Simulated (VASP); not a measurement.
## Mn3Si: single point with BLYP

The system is Mn3Si.

```
CELL_PARAMETERS angstrom
2.79120 0.00000 0.00000
0.00000 2.79120 0.00000
0.00000 0.00000 5.68433
ATOMIC_POSITIONS crystal
Mn 0.00000 0.00000 0.74655
Mn 0.00000 0.00000 0.25345
Mn 0.50000 0.50000 0.00000
Si 0.50000 0.50000 0.50000
```

```yaml
Program: VASP 6.6.1
Task: single point
Functional: BLYP
Potentials_or_basis: VASP PAW PBE potentials, release 64 (Mn_pv, Si)
Cutoff: 520 eV
k_mesh: 10 × 10 × 5
Occupations: fermi-dirac, width 0.1 eV
Spin: collinear spin, ferromagnetic start
Starting_moments: "[2.8, 2.8, 2.8, 0.0] μB"
```

```json
{
 "Pressure": "7.5 GPa",
 "Net moment": "1.15 μB per cell",
 "Site moments": "Mn -0.31, +1.72 (each value once); Si +0.03 μB",
 "Valence electrons inside the program's atomic spheres": "Mn 12.06, 11.92 (each value once); Si 1.65"
}
```

Levels at points of the mesh, in eV from the Fermi level:
Spin up:
```tsv
k point	band 18	band 19	band 20	band 21	band 22	band 23	band 24	band 25	band 26	band 27
(0.00, 0.00, 0.00)	-1.26	-1.11	-1.07	-1.07	0.04	0.49	0.83	0.83	0.98	1.47
(0.50, 0.00, 0.00)	-1.87	-1.02	-1.01	-0.46	-0.26	0.20	0.43	0.63	1.00	1.10
(0.50, 0.50, 0.00)	-0.77	-0.74	-0.74	-0.17	-0.10	-0.10	1.10	1.15	1.15	1.90
```
Spin down:
```csv
k point,band 18,band 19,band 20,band 21,band 22,band 23,band 24,band 25
"(0.00, 0.00, 0.00)",-0.95,-0.95,-0.68,-0.23,0.09,1.09,1.09,1.31
"(0.50, 0.00, 0.00)",-1.33,-1.03,-0.68,-0.21,0.07,0.32,0.96,1.15
"(0.50, 0.50, 0.00)",-0.82,-0.65,-0.05,-0.05,0.97,1.03,1.08,1.14
```

It took 100 s on 1 thread of Intel(R) Xeon(R) 6975P-C (Granite Rapids), with other jobs on the host, peak memory 0.26 GiB.

Caveat: the cell stands under pressure; the PAW data sets were made with another functional, which shifts forces and pressure a little.
